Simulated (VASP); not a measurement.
Runs of VASP 6.6.1 on SrO. The structure is that of space group Fm-3m (No. 225), or close to it. The cells are those of the table. 

```tsv
level	cell	gap on the mesh (eV)	pressure (GPa)
r2SCAN	a = 3.720 Å, angles 60.0°, 2 atoms	3.77	-4.4
PBE	a = 3.673 Å, angles 60.0°, 2 atoms	3.28	0.5
r2SCAN	a = 3.574 Å, angles 60.0°, 2 atoms	(b)	7.4
r2SCAN	a = 3.685 Å, angles 60.0°, 2 atoms	3.76	-2.1
PBE	a = 3.649 Å, angles 60.0°, 2 atoms	3.27	2.4
PBE	a = 3.745 Å, angles 60.0°, 2 atoms	(a)	-3.9
PBE	a = 3.598 Å, angles 60.0°, 2 atoms	3.24	6.7
r2SCAN	a = 3.612 Å, angles 60.0°, 2 atoms	3.73	3.7
PBE	a = 3.710 Å, angles 60.0°, 2 atoms	3.29	-1.9
PBE	a = 3.636 Å, angles 60.0°, 2 atoms	(c)	3.4
```

Alike in all rows: task single point; potentials or basis VASP PAW PBE potentials, release 64 (Sr_sv, O); no spin polarisation; k mesh 8 × 8 × 8; cutoff (eV) 520; smearing gaussian 0.01 eV.

**Question.** Estimate the missing entries.

**Answer.** (a) 3.30; (b) 3.71; (c) 3.26.

Caveats: the PAW data sets were made with another functional, which shifts forces and pressure a little (at least some runs); the cell stands under pressure (at least some runs); the cell stands under tension (at least some runs).

A k mesh can miss the band edges, and the runs leave out spin-orbit coupling on Sr.
